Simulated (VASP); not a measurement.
# Ga2O3 (R-3c) in VASP: relaxation of cell and atoms with PBE

Aim: the relaxation of cell and atoms of Ga2O3 with PBE.

Everything below comes from runs of VASP 6.6.1. Logs are shortened: lines on timing, memory, paths and dates and some standing lists are left out, and cuts for length are marked.

## (1) The cell of the first run

It takes space group R-3c (No. 167, trigonal). The conventional cell has a = 4.997 Å, b = 4.997 Å, c = 13.451 Å, α = 90.00°, β = 90.00°, γ = 120.00°. Within 2.6 Å of Ga (site symmetry 3) lie 6 O at 1.93 to 2.08 Å. O (site symmetry 2) has 4 Ga at 1.93 to 2.08 Å and 8 O at 2.62 to 2.84 Å within 2.9 Å.

## (2) Relaxation of cell and atoms, PBE

INCAR

```
SYSTEM = Ga2O3
PREC = Accurate
ENCUT = 600
EDIFF = 1E-7
ISMEAR = -1
SIGMA = 0.02
LREAL = .False.
LASPH = .True.
NELM = 120
ALGO = Normal
ISIF = 3
LWAVE = .False.
LCHARG = .False.
GGA = PE
IBRION = 2
NSW = 80
EDIFFG = -0.005
GGA_COMPAT = .False.
NELMIN = 4
```

KPOINTS

```
regular mesh
0
Gamma
  6 6 6
  0 0 0
```

POSCAR

```
Ga2O3
1.0
    2.4986991939      1.4426246522      4.4835497685
   -2.4986991939      1.4426246522      4.4835497685
    0.0000000000     -2.8852493044      4.4835497685
Ga O
4 6
Direct
    0.8555855800      0.8555855800      0.8555855800
    0.6444144200      0.6444144200      0.6444144200
    0.1444144200      0.1444144200      0.1444144200
    0.3555855800      0.3555855800      0.3555855800
    0.7500000000      0.4468328200      0.0531671800
    0.4468328200      0.0531671800      0.7500000000
    0.0531671800      0.7500000000      0.4468328200
    0.2500000000      0.5531671800      0.9468328200
    0.9468328200      0.2500000000      0.5531671800
    0.5531671800      0.9468328200      0.2500000000
```

Potentials or basis: VASP PAW PBE potentials, release 64 (Ga_d, O).

The run is started by

```bash
$ cat potpaw_PBE.64/Ga_d/POTCAR potpaw_PBE.64/O/POTCAR > POTCAR
$ mpirun -np 1 vasp_std > vasp.out
```

OUTCAR:

```text
SYSTEM = Ga2O3
   PREC = Accurate
   ENCUT = 600
   EDIFF = 1E-7
   ISMEAR = -1
   LREAL = .False.
   LASPH = .True.
   NELM = 120
   ISIF = 3
   GGA = PE
   IBRION = 2
   NSW = 80
   EDIFFG = -0.005
   NELMIN = 4

 ion  position               nearest neighbor table
   1  0.856  0.856  0.856-   9 1.93  10 1.93   8 1.93   7 2.08   5 2.08   6 2.08   2 2.84
   2  0.644  0.644  0.644-   8 1.93  10 1.93   9 1.93   7 2.08   5 2.08   6 2.08   1 2.84
   3  0.144  0.144  0.144-   7 1.93   6 1.93   5 1.93   8 2.08   9 2.08  10 2.08   4 2.84
   4  0.356  0.356  0.356-   5 1.93   6 1.93   7 1.93   8 2.08   9 2.08  10 2.08   3 2.84
   5  0.750  0.447  0.053-   4 1.93   3 1.93   1 2.08   2 2.08
   6  0.447  0.053  0.750-   3 1.93   4 1.93   1 2.08   2 2.08
   7  0.053  0.750  0.447-   3 1.93   4 1.93   1 2.08   2 2.08
   8  0.250  0.553  0.947-   2 1.93   1 1.93   3 2.08   4 2.08
   9  0.947  0.250  0.553-   1 1.93   2 1.93   3 2.08   4 2.08
  10  0.553  0.947  0.250-   1 1.93   2 1.93   3 2.08   4 2.08

  LATTYP: Found a trigonal (rhomboedric) cell.
 ALAT       =     5.3316866070
 COS(alpha) =     0.5607328553

  Lattice vectors:

 A1 = (   2.4986991939,   1.4426246522,   4.4835497685)
 A2 = (  -2.4986991939,   1.4426246522,   4.4835497685)
 A3 = (   0.0000000000,  -2.8852493044,   4.4835497685)

Analysis of symmetry for initial positions (statically):
=====================================================================
 Subroutine PRICEL returns:
 Original cell was already a primitive cell.

 Routine SETGRP: Setting up the symmetry group for a
 trigonal (rhombohedral) supercell.

 Subroutine GETGRP returns: Found 12 space group operations
 (whereof  6 operations were pure point group operations)
 out of a pool of 12 trial point group operations.

The static configuration has the point symmetry S_6 .
 The point group associated with its full space group is D_3d.

Analysis of symmetry for dynamics (positions and initial velocities):
=====================================================================
 Subroutine PRICEL returns:
 Original cell was already a primitive cell.

 Routine SETGRP: Setting up the symmetry group for a
 trigonal (rhombohedral) supercell.

 Subroutine GETGRP returns: Found 12 space group operations
 (whereof  6 operations were pure point group operations)
 out of a pool of 12 trial point group operations.

The dynamic configuration has the point symmetry S_6 .
 The point group associated with its full space group is D_3d.

 Subroutine INISYM returns: Found 12 space group operations
 (whereof  6 operations are pure point group operations),
 and found     1 'primitive' translations

----------------------------------------------------------------------------------------

                                     Primitive cell

  volume of cell :      96.9707

  direct lattice vectors                    reciprocal lattice vectors
     2.498699194  1.442624652  4.483549768     0.200104119  0.115530167  0.074345853
    -2.498699194  1.442624652  4.483549768    -0.200104119  0.115530167  0.074345853
     0.000000000 -2.885249304  4.483549768     0.000000000 -0.231060334  0.074345853

  length of vectors
     5.331686607  5.331686607  5.331686607     0.242726561  0.242726561  0.242726561

  position of ions in fractional coordinates (direct lattice)
     0.855585580  0.855585580  0.855585580
     0.644414420  0.644414420  0.644414420
     0.144414420  0.144414420  0.144414420
     0.355585580  0.355585580  0.355585580
     0.750000000  0.446832820  0.053167180
     0.446832820  0.053167180  0.750000000
     0.053167180  0.750000000  0.446832820
     0.250000000  0.553167180  0.946832820
     0.946832820  0.250000000  0.553167180
     0.553167180  0.946832820  0.250000000

  ion indices of the primitive-cell ions
   primitive index   ion index
                 1           1
                 2           2
                 3           3
                 4           4
                 5           5
                 6           6
                 7           7
                 8           8
                 9           9
                10          10

----------------------------------------------------------------------------------------

 KPOINTS: regular mesh

Automatic generation of k-mesh.
 Grid dimensions read from file:
 generate k-points for:    6    6    6

 Generating k-lattice:

  Cartesian coordinates                     Fractional coordinates (reciprocal lattice)
     0.033350686  0.019255028  0.012390976     0.166666667  0.000000000  0.000000000
    -0.033350686  0.019255028  0.012390976     0.000000000  0.166666667  0.000000000
     0.000000000 -0.038510056  0.012390976     0.000000000  0.000000000  0.166666667

  Length of vectors
     0.040454427  0.040454427  0.040454427

  Shift w.r.t. Gamma in fractional coordinates (k-lattice)
     0.000000000  0.000000000  0.000000000

 Subroutine IBZKPT returns following result:
 ===========================================

 Found     32 irreducible k-points:

 Following reciprocal coordinates:
            Coordinates               Weight
  0.000000  0.000000  0.000000      1.000000
  0.166667 -0.000000  0.000000      6.000000
  0.333333 -0.000000 -0.000000      6.000000
  0.500000  0.000000 -0.000000      3.000000
  0.166667  0.166667  0.000000      6.000000
  0.333333  0.166667  0.000000     12.000000
[... 16 lines left out ...]
  0.500000  0.500000  0.166667      6.000000
 -0.333333  0.500000  0.166667     12.000000
 [... further k-points ...]
   k-points           NKPTS =     32   k-points in BZ     NKDIM =     32   number of bands    NBANDS=     52
   number of dos      NEDOS =    301   number of ions     NIONS =     10
   total plane-waves  NPLWV = 110592
   dimension x,y,z NGX =    48 NGY =   48 NGZ =   48
   dimension x,y,z NGXF=    96 NGYF=   96 NGZF=   96
   ions per type =               4   6
   NGX,Y,Z   is equivalent  to a cutoff of  14.97, 14.97, 14.97 a.u.
   NGXF,Y,Z  is equivalent  to a cutoff of  29.93, 29.93, 29.93 a.u.
 SYSTEM =  Ga2O3
   PREC   = accura    normal or accurate (medium, high low for compatibility)
   ISTART =      0    job   : 0-new  1-cont  2-samecut
   ICHARG =      2    charge: 1-file 2-atom 10-const
   ISPIN  =      1    spin polarized calculation?
   LNONCOLLINEAR =      F non collinear calculations
   LSORBIT =      F    spin-orbit coupling
   LASPH  =      T    aspherical Exc in radial PAW
   ENCUT  =  600.0 eV  44.10 Ry    6.64 a.u.  10.65 10.65 10.65*2*pi/ulx,y,z
   NELM   =    120;   NELMIN=  4; NELMDL= -5     # of ELM steps
   EDIFF  = 0.1E-06   stopping-criterion for ELM
   LREAL  =      F    real-space projection
   EDIFFG = -.5E-02   stopping-criterion for IOM
   NSW    =     80    number of steps for IOM
   IBRION =      2    ionic relax: 0-MD 1-quasi-New 2-CG
   NFREE  =      1    steps in history (QN), initial steepest desc. (CG)
   ISIF   =      3    stress and relaxation
   ISYM   =      2    0-nonsym 1-usesym 2-fastsym
   POTIM  = 0.5000    time-step for ionic-motion
   TEBEG  =    0.0;   TEEND  =   0.0 temperature during run
   PSTRESS=    0.0 pullay stress
   NELECT =      88.0000    total number of electrons
   NUPDOWN=      -1.0000    fix difference up-down
   EMIN   =  10.00;   EMAX   =-10.00  energy-range for DOS
   EFERMI =   0.00;   METHOD = LEGACY
   ISMEAR =    -1;   SIGMA  =   0.02  broadening in eV -4-tet -1-fermi 0-gaus
   EFERMI_NEDOS =   21; number of points for ismear=-14 and -15
   IALGO  =     38    algorithm
   IMIX   =      4    mixing-type and parameters
     AMIX     =   0.40;   BMIX     =  1.00
     AMIX_MAG =   1.60;   BMIX_MAG =  1.00
  volume/ion in A,a.u.               =       9.70        65.44
  Fermi-wavevector in a.u.,A,eV,Ry     =   1.584974  2.995167 34.179784  2.512143
  Thomas-Fermi vector in A             =   2.684510
   LORBIT       =      0    0 simple, 1 ext, 2 COOP (PROOUT), +10 PAW based schemes
   GGA     = PE    functional components
   LHFCALC =     F    Hartree Fock is set to
   AEXX    =    0.0000 exact exchange contribution
   IVDW    =     0    specifies the selected vdW correction
   LEPSILON=     F    determine dielectric tensor
   LRPA    =     F    only Hartree local field effects (RPA)
 conjugate gradient relaxation of ions
 non-spin polarized calculation
  energy-cutoff  :      600.00
  volume of cell :       96.97
 maximum number of plane-waves:      3262
 NGX is ok and might be reduce to    48
   NGX = 21   NGY = 21   NGZ = 21

--------------------------------------- Ionic step        1  -------------------------------------------

 number of electron      87.9999995 magnetization

 Free energy of the ion-electron system (eV)
  ---------------------------------------------------
  ext. energy  EPLUGINS =         0.00000000
  ---------------------------------------------------
  free energy    TOTEN  =       -59.29417508 eV

  energy without entropy =      -59.29417508  energy(sigma->0) =      -59.29417508

------------------------ aborting loop because EDIFF is reached ----------------------------------------

  FORCE on cell =-STRESS in cart. coord.  units (eV):
  Direction    XX          YY          ZZ          XY          YZ          ZX
  --------------------------------------------------------------------------------------
  -------------------------------------------------------------------------------------
  Total        5.4127082      5.4127082      4.9957592      0.0000000      0.0000000      0.0000000
  in kB       89.4302872     89.4302872     82.5413378      0.0000000      0.0000000      0.0000000
  external PRESSURE =      87.1339707 kB  Pullay stress =       0.0000000 kB
[... 293 lines left out ...]
  energy  without entropy=      -59.3989534704  energy(sigma->0) =      -59.39895347

--------------------------------------- Ionic step        8  -------------------------------------------

 number of electron      88.0000003 magnetization

 Free energy of the ion-electron system (eV)
  ---------------------------------------------------
  ext. energy  EPLUGINS =         0.00000000
  ---------------------------------------------------
  free energy    TOTEN  =       -59.39896031 eV

  energy without entropy =      -59.39896031  energy(sigma->0) =      -59.39896031

 E-fermi :   4.5759     XC(G=0): -11.9418

 val. band max:        4.0665655735   @ k =  -0.1667   0.1667   0.0000
 cond. band min:       6.4207551173   @ k =   0.0000   0.0000   0.0000
 fundamental gap:      2.3541895438
 Fermi energy:         4.5758559174

 k-point     1 :       0.0000    0.0000    0.0000
  band No.  band energies     occupation
      1     -14.5889      2.00000
      2     -12.7436      2.00000
      3     -12.7436      2.00000
      4     -12.7193      2.00000
      5     -12.7017      2.00000
      6     -12.7017      2.00000
[... 1309 lines left out ...]
     51      13.7629      0.00000
     52      14.5859      0.00000

 [... further k-points ...]
[... 5 lines left out ...]
  --------------------------------------------------------------------------------------
  -------------------------------------------------------------------------------------
  Total       -0.0027637     -0.0027637     -0.0280710      0.0000000      0.0000000      0.0000000
  in kB       -0.0438542     -0.0438542     -0.4454325      0.0000000      0.0000000      0.0000000
  external PRESSURE =      -0.1777137 kB  Pullay stress =       0.0000000 kB
[... 25 lines left out ...]
  FREE ENERGIE OF THE ION-ELECTRON SYSTEM (eV)
  ---------------------------------------------------
  free  energy   TOTEN  =       -59.3989603125 eV

  energy  without entropy=      -59.3989603125  energy(sigma->0) =      -59.39896031

 reached required accuracy - stopping structural energy minimisation
```

It took 44 min on 1 thread of Intel Xeon 8259CL, shared host; peak memory 0.44 GiB.

What came out:

```yaml
Free_energy: -59.3990 eV
Relaxed_volume: 10.10 Å³/atom
Relaxed_cell: a = 5.405 Å, b = 5.405 Å, c = 5.405 Å, α = 55.86°, β = 55.86°, γ = 55.86°
Space_group_after_relaxing_to_0.1_Å: R-3c (No. 167)
Energy_gained_by_relaxing: 10.5 meV/atom
Ionic_steps: 8
Pressure_after_relaxing: 0.0 GPa
Largest_force_after_relaxing: 0.005 eV/Å
Band_gap_on_the_k_mesh: 2.35 eV (least direct gap 2.59 eV)
```

Forces on the atoms (eV/Å):
```
Ga   0.000  0.000  0.005
Ga   0.000  0.000 -0.005
Ga   0.000  0.000 -0.005
Ga   0.000  0.000  0.005
O   -0.001  0.003  0.000
O    0.003  0.000  0.000
O   -0.001 -0.003  0.000
O    0.001 -0.003  0.000
O    0.001  0.003  0.000
O   -0.003  0.000  0.000
```

The path:
| step | energy change (eV) | largest force (eV/Å) | pressure (GPa) | volume (Å³) |
| --- | --- | --- | --- | --- |
| 1 | 0.0000 | 0.0664 | 8.71 | 96.97 |
| 2 | -0.0292 | 0.0194 | -6.43 | 104.56 |
| 3 | -0.1044 | 0.0373 | -0.04 | 100.96 |
| 4 | -0.1044 | 0.0380 | 0.12 | 100.88 |
| 5 | -0.1047 | 0.0137 | 0.11 | 100.89 |
| 6 | -0.1047 | 0.0057 | 0.12 | 100.90 |
| 7 | -0.1048 | 0.0041 | -0.09 | 101.00 |
| 8 | -0.1048 | 0.0048 | -0.02 | 100.97 |

Final structure:
```yaml
crystal:
  lattice:
    - [2.53201, 1.46186, 4.54636]
    - [-2.53201, 1.46186, 4.54636]
    - [0.00000, -2.92372, 4.54636]
  atoms:
    - { symbol: Ga, position: [0.85589, 0.85589, 0.85589] }
    - { symbol: Ga, position: [0.64411, 0.64411, 0.64411] }
    - { symbol: Ga, position: [0.14411, 0.14411, 0.14411] }
    - { symbol: Ga, position: [0.35589, 0.35589, 0.35589] }
    - { symbol: O, position: [0.75000, 0.44687, 0.05313] }
    - { symbol: O, position: [0.44687, 0.05313, 0.75000] }
    - { symbol: O, position: [0.05313, 0.75000, 0.44687] }
    - { symbol: O, position: [0.25000, 0.55313, 0.94687] }
    - { symbol: O, position: [0.94687, 0.25000, 0.55313] }
    - { symbol: O, position: [0.55313, 0.94687, 0.25000] }
```

A k mesh can miss the band edges.
